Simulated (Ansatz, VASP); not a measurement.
# Mn in VASP and in Ansatz

The input INCAR:

```
  PREC = Accurate
  ENCUT = 520
  EDIFF = 1E-6
  ISMEAR = -1
  SIGMA = 0.05
  LREAL = F
  LASPH = T
  NELM = 150
  ALGO = Normal
  ISIF = 2
  LWAVE = F
  LCHARG = F
  ISPIN = 2
  MAGMOM = 2.587 -2.587
  LORBIT = 11
  LMAXMIX = 4
  GGA = RP
  NBANDS = 24
```

KPOINTS

```
regular mesh
0
Gamma
  13 13 13
```

The input POSCAR:

```
Mn
1.0
    0.0000000000      2.3289196852      2.3289196852
    2.3289196852      0.0000000000      2.3289196852
    2.3289196852      2.3289196852      0.0000000000
Mn
2
Direct
    0.0000000000      0.0000000000      0.0000000000
    0.5000000000      0.5000000000      0.5000000000
```

Input for Ansatz:

```yaml
crystal:
  lattice:
    - [0.0, 2.3289196852, 2.3289196852]
    - [2.3289196852, 0.0, 2.3289196852]
    - [2.3289196852, 2.3289196852, 0.0]
  atoms:
    - { symbol: Mn, position: [0.0, 0.0, 0.0], spin: 2.587 }
    - { symbol: Mn, position: [0.5, 0.5, 0.5], spin: -2.587 }
hamiltonian:
  xc: rpbe
  pseudopotentials:
    kind: paw
    azcp:
      Mn: "pseudopotentials/Mn.paw.azcp"
basis:
  ecutwfc: 420
  fft_grid_basis: typed
kpoints:
  mp_grid: { grid: [13, 13, 13], shift: [0, 0, 0] }
magnetization:
  spin_polarized: true
scf:
  occupations: { method: fermi_dirac, width: 0.05 }
  lower_state_search: "off"
output:
  stress: true
```

Alike in both runs: task single point; functional RPBE; k mesh 13 × 13 × 13; occupations fermi-dirac, width 0.05 eV; collinear spin.

|  | VASP | Ansatz |
| --- | --- | --- |
| version | VASP 6.6.1 | Ansatz 0.2.0 |
| potentials or method | VASP PAW PBE potentials, release 64 (Mn_pv), cutoff 520 eV | plane waves (420 eV) with PAW, scalar-relativistic |
| valence electrons in the cell | 26 | 30 |

VASP gave:

* pressure (GPa): 13.2
* net moment per atom (μB): 0.00
* size of the moment on the site where the two differ most (μB): 2.23

Task: Which values does Ansatz return?

Result: Pressure (GPa): 13.0; net moment per atom (μB): 0.00; size of the moment on the site where the two differ most (μB): 2.10.

VASP's potentials were made for PBE, not for RPBE. Site moments also hang on the region over which each program counts them. The functional is the same, so the differences come from potentials, cutoffs and numerics. VASP's potentials hold 26 valence electrons a cell and Ansatz's 30, so a difference there can come from the potentials and not from the codes.
